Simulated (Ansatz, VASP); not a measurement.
ZrMn2N2 in VASP and in Ansatz

```
CELL_PARAMETERS angstrom
6.07709 0.00000 0.00000
0.00000 6.07709 0.00000
0.00000 0.00000 3.14604
ATOMIC_POSITIONS crystal
Zr 0.50000 0.50000 0.00000
Zr 0.00000 0.00000 0.00000
Mn 0.64994 0.14994 0.50000
Mn 0.35006 0.85006 0.50000
Mn 0.14994 0.35006 0.50000
Mn 0.85006 0.64994 0.50000
N 0.17366 0.67366 0.00000
N 0.82634 0.32634 0.00000
N 0.67366 0.82634 0.00000
N 0.32634 0.17366 0.00000
```

Change from the starting cell: species swapped into the Er2InCu2 type (P4/mbm, No. 127).

Alike in both runs: functional PBE; k mesh 2 × 2 × 4; occupations gaussian, width 0.15 eV; collinear spin.

Ansatz relaxed the structure, and its values are those at the end. VASP's run is a single point on that final structure, the one shown.

```csv
,VASP,Ansatz
version,VASP 6.6.1,Ansatz 0.2.0
potentials or method,"VASP PAW PBE potentials, release 64 (Zr_sv, Mn_pv, N), cutoff 520 eV","scalar-relativistic, plane waves, PAW"
valence electrons in the cell,96,104
```

```csv
,VASP,Ansatz,Ansatz less VASP
gap on the k mesh at the Fermi level (eV),none,none,-
pressure (GPa),0.0,-0.2,-0.25
rms of the force components (eV/Å),0.018,0.027,+0.0092
net moment per atom (μB),1.35,1.35,-0.003
size of the moment on the site where the two differ most (μB),3.34,3.09,-0.254
```

Site moments also hang on the region over which each program counts them. A gap of «none» marks a metal or a gap that the smearing closes. The functional is the same, so the differences come from potentials, cutoffs and numerics. VASP's potentials hold 96 valence electrons a cell and Ansatz's 104, so a difference there can come from the potentials and not from the codes.

The k mesh is coarse, so the values compare programs but aren't converged.
